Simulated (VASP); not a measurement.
**KCl: single point with LDA**

The system is KCl.

```xyz
2
Lattice="3.9145 0.0000 0.0000 0.0000 3.9145 0.0000 0.0000 0.0000 3.9145" Properties=species:S:1:pos:R:3 pbc="T T T"
K     0.0000    0.0000    0.0000
Cl    1.9572    1.9572    1.9572
```

* Program: VASP 6.6.1
* Task: single point
* Functional: LDA
* Potentials or basis: VASP PAW LDA potentials, release 64 (K_sv, Cl)
* Cutoff: 520 eV
* k mesh: 7 × 7 × 7
* Occupations: fermi-dirac, width 0.05 eV
* Spin: no spin polarisation
* Dipole correction: no
* Further INCAR settings: ALGO = Normal; EDIFF = 1e-07; NBANDS = 15

```json
{
  "Pressure": "-3.7 GPa",
  "Band gap on the k mesh": "4.17 eV, indirect (least direct gap 4.35 eV)"
}
```

Levels at points of the mesh, in eV from the valence-band top:
| k point | band 6 | band 7 | band 8 | band 9 | band 10 | band 11 |
| --- | --- | --- | --- | --- | --- | --- |
| (0.00, 0.00, 0.00) | -0.18 | -0.18 | -0.18 | 4.17 | 6.31 | 6.31 |

It took 10 s on 1 thread of Intel(R) Xeon(R) 6975P-C (Granite Rapids), on a shared host, peak memory 0.15 GiB.

A k mesh can miss the band edges.
